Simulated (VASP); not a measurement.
A run of VASP 6.6.1:

INCAR

```
SYSTEM = Li3Pt
PREC = Accurate ; ENCUT = 520
EDIFF = 1E-6 ; ISMEAR = -1
SIGMA = 0.1 ; LREAL = .False.
LASPH = .True. ; NELM = 80
ALGO = Normal ; ISIF = 2
LWAVE = .False. ; LCHARG = .False.
NBANDS = 18
```

Contents of KPOINTS:

```
Automatic mesh
0
Gamma
  5 5 6
  0 0 0
```

POSCAR

```
Li3Pt
1.0
   -1.9642800000      1.9642800000      3.6403000000
    1.9642800000     -1.9642800000      3.6403000000
    1.9642800000      1.9642800000     -3.6403000000
Li Pt
3 1
Direct
    0.7464800000      0.2309100000      0.4840600000
    0.2619700000      0.7763072609      0.5420872609
    0.5201100000      0.5072200000      0.0147200000
    0.0048900000      0.9847300000      0.9852100000
```

Potentials or basis: VASP PAW LDA potentials, release 64 (Li_sv, Pt).

The run is started by

```bash
$ cat potpaw_LDA.64/Li_sv/POTCAR potpaw_LDA.64/Pt/POTCAR > POTCAR
$ mpirun -np 1 vasp_std > vasp.out
```

Hardware: 1 thread of Intel(R) Xeon(R) Platinum 8559C (Emerald Rapids), with other jobs on the host.

Question: How long does it take, and how much memory?

Answer: It took 34 s on 1 thread of Intel(R) Xeon(R) Platinum 8559C (Emerald Rapids), on a shared host, peak memory 0.21 GiB. Counts: scf iterations 12, k points 76.
